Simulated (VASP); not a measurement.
Wanted: the native input for a VASP 6.6.1 run.

- Task: single point
- Functional: PBE
- Potentials or basis: VASP PAW PBE potentials, release 64 (Si, C)
- Cutoff: 520 eV
- k mesh: 8 × 8 × 8
- Occupations: fermi-dirac, width 0.02 eV
- Spin: collinear spin, zero start
- Starting moments: [0.0, 0.0] μB
- Dipole correction: no
- Further INCAR settings: ALGO = Normal; EDIFF = 1e-06; NBANDS = 15

The structure of SiC lies in POSCAR:

```
SiC
1.0
    0.0000000000      2.0138689999      2.0138689999
    2.0138689999      0.0000000000      2.0138689999
    2.0138689999      2.0138689999      0.0000000000
Si C
1 1
Direct
    0.0000000000      0.0000000000      0.0000000000
    0.5000000000      0.5000000000      0.5000000000
```

The input as run:

INCAR

```
PREC     = Accurate       # precision mode
ENCUT    = 520            # plane-wave cutoff, eV
EDIFF    = 1E-6           # SCF threshold, eV
ISMEAR   = -1             # smearing method
SIGMA    = 0.02           # smearing width, eV
LREAL    = False          # projectors in reciprocal space
LASPH    = True           # aspherical terms in the spheres
NELM     = 150            # most SCF steps
ALGO     = Normal         # electronic algorithm
ISIF     = 2              # what is computed and relaxed
LWAVE    = False          # write WAVECAR
LCHARG   = False          # write CHGCAR
ISPIN    = 2              # spin polarisation
MAGMOM   = 0 0            # initial moments
LORBIT   = 11             # projections on sites
GGA      = PE             # functional
NBANDS   = 15             # bands
```

KPOINTS

```
Automatic mesh
0
Gamma
  8 8 8
```

Potentials or basis: VASP PAW PBE potentials, release 64 (Si, C).

Run with:

```sh
$ cat potpaw_PBE.64/Si/POTCAR potpaw_PBE.64/C/POTCAR > POTCAR
$ mpirun -np 1 vasp_std > vasp.out
```

Results of the run:

The pressure is 6.3 GPa and the band gap on the k mesh is zero (filled and empty bands overlap). The net moment is 0.00 μB per cell and the valence electrons inside the program's atomic spheres are Si 1.51; C 2.55.

Run time: 8.4 s on 1 thread of Intel(R) Xeon(R) 6975P-C (Granite Rapids) (shared host), peak memory 0.14 GiB.
